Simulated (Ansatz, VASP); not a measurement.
# One calculation of Al, two programs

Contents of INCAR:

```
  PREC = Accurate
  ENCUT = 600
  EDIFF = 1E-7
  ISMEAR = 0
  SIGMA = 0.1
  LREAL = False
  LASPH = True
  NELM = 60
  ALGO = Fast
  ISIF = 3
  LWAVE = False
  LCHARG = False
  GGA = CA
  IBRION = 2
  NSW = 80
  EDIFFG = -0.003
```

Contents of KPOINTS:

```
Automatic mesh
0
Gamma
  8 8 8
```

File POSCAR:

```
Al
1.0
    0.0000000000      2.0250000000      2.0250000000
    2.0250000000      0.0000000000      2.0250000000
    2.0250000000      2.0250000000      0.0000000000
Al
1
Direct
    0.0000000000      0.0000000000      0.0000000000
```

Input for Ansatz:

```yaml
crystal:
  lattice:
    - [0.0, 2.025, 2.025]
    - [2.025, 0.0, 2.025]
    - [2.025, 2.025, 0.0]
  atoms:
    - { symbol: Al, position: [0.0, 0.0, 0.0] }
scf:
  occupations: { method: gaussian, width: 0.1 }
output:
  forces: true
  stress: true
  eigenvalues: true
  write_density: true
  write_potential: true
  elf: true
  volumetric_format: npy
kpoints:
  mp_grid: { grid: [8, 8, 8] }
hamiltonian:
  xc: lda
relax:
  f_tol: 0.003
  max_steps: 60
  cell: { stress_tol: 0.02 }
```

Alike in both runs: task relaxation of cell and atoms; functional LDA; k mesh 8 × 8 × 8; occupations gaussian, width 0.1 eV; no spin polarisation.

|  | VASP | Ansatz |
| --- | --- | --- |
| version | VASP 6.6.1 | Ansatz 0.2.0 |
| potentials or method | VASP PAW LDA potentials, release 64 (Al) | scalar-relativistic, plane waves, PAW |
| plane-wave cutoff (eV) | 600 | 420 |
| valence electrons in the cell | 3 | 3 |

```csv
,VASP,Ansatz,Ansatz less VASP
"gap on the k mesh at the Fermi level, each at its own relaxed structure (eV)",none,none,-
relaxed volume (Å³/atom),15.85,15.84,-0.015
relaxed cell length with the largest relative difference (Å),2.820,2.819,-0.0009
```

LDA's correlation is that of Perdew and Zunger in VASP and of Perdew and Wang (1992) in Ansatz. A gap of «none» marks a metal or a gap that the smearing closes.
